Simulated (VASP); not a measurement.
# Al: single point with PBE

Al:

```xyz
1
Lattice="0.0000 2.0240 2.0746 2.0240 0.0000 2.0746 2.0240 2.0240 0.0000" Properties=species:S:1:pos:R:3 pbc="T T T"
Al    0.0000    0.0000    0.0000
```

This cell differs from its parent crystal: strain +0.000 along x and y, +0.025 along z.

```yaml
Program: VASP 6.6.1
Task: single point
Functional: PBE
Potentials_or_basis: VASP PAW PBE potentials, release 64 (Al)
Cutoff: 520 eV
k_mesh: 20 × 20 × 20
Occupations: gaussian, width 0.15 eV
Spin: no spin polarisation
```

The pressure is -2.2 GPa. The band gap on the k mesh is zero (an odd number of electrons rules out a gap without spin polarisation).

Stress tensor (GPa, compression positive):
```
-1.82  0.00  0.00
 0.00 -1.82  0.00
 0.00  0.00 -2.98
```

Levels at points of the mesh, in eV from the Fermi level:
| k point | band 1 | band 2 | band 3 | band 4 |
| --- | --- | --- | --- | --- |
| (0.00, 0.00, 0.00) | -10.97 | 12.25 | 12.51 | 12.51 |
| (0.50, 0.00, 0.00) | -4.51 | -4.38 | 10.73 | 10.99 |
| (0.50, 0.50, 0.00) | -3.12 | -1.97 | 5.40 | 5.72 |
| (0.50, 0.00, 0.50) | -2.77 | -1.47 | 5.13 | 5.19 |

Wall time 90 s on 1 thread of Intel Xeon 8259CL, with other jobs on the host, peak memory 0.19 GiB.

Caveat: the cell differs from its parent crystal (strain +0.000 along x and y, +0.025 along z).
